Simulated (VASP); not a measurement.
Set up this calculation in VASP 6.6.1, as the native input.

| Quantity | Value |
| --- | --- |
| Task | single point |
| Functional | PBEsol |
| Potentials or basis | VASP PAW PBE potentials, release 64 (Sr_sv, O) |
| Cutoff | 520 eV |
| k mesh | 6 × 6 × 4 |
| Occupations | gaussian, width 0.02 eV |
| Spin | no spin polarisation |
| Dipole correction | no |
| Further INCAR settings | ALGO = Normal; EDIFF = 1e-07; NBANDS = 24 |

The structure of SrO lies in POSCAR:

```
SrO
1.0
    4.3182206600      0.0000000000      0.0000000000
   -2.1591103300      3.7396886200      0.0000000000
    0.0000000000      0.0000000000      5.1555950000
Sr O
2 2
Direct
    0.3333333333      0.6666666667      0.9381280000
    0.6666666667      0.3333333333      0.4381280000
    0.3333333333      0.6666666667      0.4368720000
    0.6666666667      0.3333333333      0.9368720000
```

These files were run (other wordings do the same):

INCAR

```
ALGO     = Normal         # electronic algorithm
EDIFF    = 1E-7           # SCF threshold, eV
ENCUT    = 520            # plane-wave cutoff, eV
GGA      = PS             # functional
ISIF     = 2              # what is computed and relaxed
ISMEAR   = 0              # smearing method
LASPH    = T              # aspherical terms in the spheres
LCHARG   = F              # write CHGCAR
LREAL    = F              # projectors in reciprocal space
LWAVE    = F              # write WAVECAR
NBANDS   = 24             # bands
NELM     = 100            # most SCF steps
PREC     = Accurate       # precision mode
SIGMA    = 0.02           # smearing width, eV
```

KPOINTS

```
k-points
0
Gamma
  6 6 4
```

Potentials or basis: VASP PAW PBE potentials, release 64 (Sr_sv, O).

The run is started by

```sh
$ cat potpaw_PBE.64/Sr_sv/POTCAR potpaw_PBE.64/O/POTCAR > POTCAR
$ mpirun -np 1 vasp_std > vasp.out
```

It gave:

- Pressure: -2.7 GPa
- Largest force: 0.013 eV/Å
- Band gap on the k mesh: 2.41 eV, direct

Caveat: the PAW data sets were made with another functional, which shifts forces and pressure a little.

Run time: 26 s on 1 thread of AMD EPYC 9R14 (Zen 4), on a shared host, peak memory 0.17 GiB.
